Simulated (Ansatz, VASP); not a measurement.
## One calculation of TiC2, two programs

```
Ti C
1.0
     0.00000    2.89156    4.29052
     2.04044    0.00000    4.29052
     2.04044    2.89156    0.00000
Ti C
2 4
Direct
  0.00000 0.00000 0.00000
  0.25000 0.25000 0.25000
  0.58797 0.58797 0.41203
  0.41203 0.41203 0.58797
  0.66203 0.66203 0.83797
  0.83797 0.83797 0.66203
```

Alike in both runs: functional PBEsol; k mesh 12 × 12 × 12; occupations gaussian, width 0.1 eV; no spin polarisation.

Ansatz relaxed the structure, and its values are those at the end. VASP's run is a single point on that final structure, the one shown.

```csv
,VASP,Ansatz
version,VASP 6.6.1,Ansatz 0.2.0
potentials or method,"VASP PAW PBE potentials, release 64 (Ti_sv, C), cutoff 520 eV","scalar-relativistic, plane waves, PAW"
valence electrons in the cell,40,40
```

|  | VASP | Ansatz | Ansatz less VASP |
| --- | --- | --- | --- |
| gap on the k mesh at the Fermi level (eV) | none | none | - |
| pressure (GPa) | 0.4 | 0.0 | -0.42 |
| rms of the force components (eV/Å) | 0.022 | 0.000 | -0.0218 |

VASP's potentials were made for PBE, not for PBEsol. A gap of «none» marks a metal or a gap that the smearing closes.
